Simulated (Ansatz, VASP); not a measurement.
**Two plane-wave programs on CoO**

File INCAR:

```
PREC = Accurate ; ENCUT = 520
EDIFF = 1E-6 ; ISMEAR = 0
SIGMA = 0.15 ; LREAL = F
LASPH = T ; NELM = 150
ALGO = Normal ; ISIF = 2
LWAVE = F ; LCHARG = F
ISPIN = 2 ; MAGMOM = 2.64 0.33
LORBIT = 11 ; LMAXMIX = 4
GGA = PS ; NBANDS = 18
```

Contents of KPOINTS:

```
regular mesh
0
Gamma
  24 24 24
```

POSCAR

```
CoO
1.0
    1.4583924673      0.8420032836      2.5999915688
   -1.4583924673      0.8420032836      2.5999915688
    0.0000000000     -1.6840065672      2.5999915688
Co O
1 1
Direct
    0.0000000000      0.0000000000      0.0000000000
    0.5000000000      0.5000000000      0.5000000000
```

Input for Ansatz:

```yaml
crystal:
  lattice:
    - [1.4583924673, 0.8420032836, 2.5999915688]
    - [-1.4583924673, 0.8420032836, 2.5999915688]
    - [0.0, -1.6840065672, 2.5999915688]
  atoms:
    - { symbol: Co, position: [0.0, 0.0, 0.0], spin: 2.64 }
    - { symbol: O, position: [0.5, 0.5, 0.5], spin: 0.33 }
basis:
  ecutwfc: 420
kpoints:
  mp_grid: { grid: [24, 24, 24] }
hamiltonian:
  xc: pbesol
scf:
  occupations: { method: gaussian, width: 0.15 }
output:
  forces: true
  stress: true
  eigenvalues: true
  populations: true
  write_density: true
  write_potential: true
  elf: true
  volumetric_format: npy
magnetization:
  spin_polarized: true
```

Alike in both runs: task single point; functional PBEsol; k mesh 24 × 24 × 24; occupations gaussian, width 0.15 eV; collinear spin.

```csv
,VASP,Ansatz
version,VASP 6.6.1,Ansatz 0.2.0
potentials or method,"VASP PAW PBE potentials, release 64 (Co, O), cutoff 520 eV","scalar-relativistic, plane waves, PAW"
valence electrons in the cell,15,23
```

Ansatz gave:

* gap on the k mesh at the Fermi level (eV): none
* pressure (GPa): -10.3
* traceless stress, the component that is largest in VASP (GPa): 0.38
* net moment per atom (μB): 1.46
* size of the moment on the site where the two differ most (μB): 2.47

**Question.** Estimate VASP's values.

**Answer.** gap on the k mesh at the Fermi level (eV): none; pressure (GPa): -10.9; traceless stress, the component that is largest in VASP (GPa): 0.09; net moment per atom (μB): 1.44; size of the moment on the site where the two differ most (μB): 2.53.

VASP's potentials were made for PBE, not for PBEsol. Site moments also hang on the region over which each program counts them. A gap of «none» marks a metal or a gap that the smearing closes. The functional is the same, so the differences come from potentials, cutoffs and numerics. VASP's potentials hold 15 valence electrons a cell and Ansatz's 23, so a difference there can come from the potentials and not from the codes.
